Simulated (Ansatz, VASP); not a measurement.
**CdTe in VASP and in Ansatz**

```xyz
2
Lattice="0.0000 2.9741 2.9741 2.9741 0.0000 2.9741 2.9741 2.9741 0.0000" Properties=species:S:1:pos:R:3 pbc="T T T"
Cd    0.0000    0.0000    0.0000
Te    1.4870    1.4870    1.4870
```

Change from the starting cell: volume scaled by 0.8, PAW files.

Alike in both runs: task single point; functional LDA; k mesh 12 × 12 × 12; occupations fermi-dirac, width 0.05 eV; no spin polarisation.

```csv
,VASP,Ansatz
version,VASP 6.6.1,Ansatz 0.2.0
potentials or method,"VASP PAW LDA potentials, release 64 (Cd, Te)","PAW with Ansatz's default frozen-core files, scalar-relativistic"
plane-wave cutoff (eV),520,420
valence electrons in the cell,18,36
```

Ansatz gave:

```
pressure (GPa) : 17.7
```

Question: Which values does VASP return?

Answer: Pressure (GPa): 18.3.

LDA's correlation is that of Perdew and Zunger in VASP and of Perdew and Wang (1992) in Ansatz. VASP's potentials hold 18 valence electrons a cell and Ansatz's 36, so a difference there can come from the potentials and not from the codes.

Spin-orbit coupling is off throughout.
